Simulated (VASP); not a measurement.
Write the native input for VASP 6.6.1 that does the following.

```yaml
Task: single point
Functional: revPBE
Dispersion: D3(BJ)
Potentials_or_basis: VASP PAW PBE potentials, release 64 (W_sv, S)
Cutoff: 520 eV
k_mesh: 10 × 10 × 3
Occupations: fermi-dirac, width 0.05 eV
Spin: no spin polarisation
Dipole_correction: no
Further_INCAR_settings: ALGO = Normal; EDIFF = 1e-06; NBANDS = 35
```

The structure of WS2 (Tungstenite) lies in POSCAR:

```
WS2
1.0
    3.1349487637      0.0000000000      0.0000000000
   -1.5674743819      2.7149452689      0.0000000000
    0.0000000000      0.0000000000     11.7689627091
W S
2 4
Direct
    0.6666666667      0.3333333333      0.7500000000
    0.3333333333      0.6666666667      0.2500000000
    0.6666666667      0.3333333333      0.3840938596
    0.3333333333      0.6666666667      0.8840938596
    0.6666666667      0.3333333333      0.1159061404
    0.3333333333      0.6666666667      0.6159061404
```

The input as run:

INCAR

```
SYSTEM = WS2
ALGO     = Normal         ! electronic algorithm
EDIFF    = 1E-6           ! SCF threshold, eV
ENCUT    = 520            ! plane-wave cutoff, eV
GGA      = RE             ! functional
ISIF     = 2              ! what is computed and relaxed
ISMEAR   = -1             ! smearing method
IVDW     = 12             ! dispersion correction
LASPH    = .TRUE.         ! aspherical terms in the spheres
LCHARG   = .FALSE.        ! write CHGCAR
LREAL    = .FALSE.        ! projectors in reciprocal space
LWAVE    = .FALSE.        ! write WAVECAR
NBANDS   = 35             ! bands
NELM     = 100            ! most SCF steps
PREC     = Accurate       ! precision mode
SIGMA    = 0.05           ! smearing width, eV
```

KPOINTS

```
k-points
0
G
  10 10 3
  0 0 0
```

Potentials or basis: VASP PAW PBE potentials, release 64 (W_sv, S).

Run with:

```bash
$ cat potpaw_PBE.64/W_sv/POTCAR potpaw_PBE.64/S/POTCAR > POTCAR
$ mpirun -np 1 vasp_std > vasp.out
```

Results of the run:

- Pressure: -0.1 GPa
- Largest force: 0.007 eV/Å
- Band gap on the k mesh: 0.82 eV, indirect (least direct gap 2.14 eV)
- Dispersion energy per atom: -0.882 eV

Caveat: the PAW data sets were made with another functional, which shifts forces and pressure a little; spin-orbit coupling is left out, which moves the levels of the heavy elements.

Run time: 51 s on 1 thread of Intel(R) Xeon(R) 6975P-C (Granite Rapids) (shared host), peak memory 0.26 GiB.
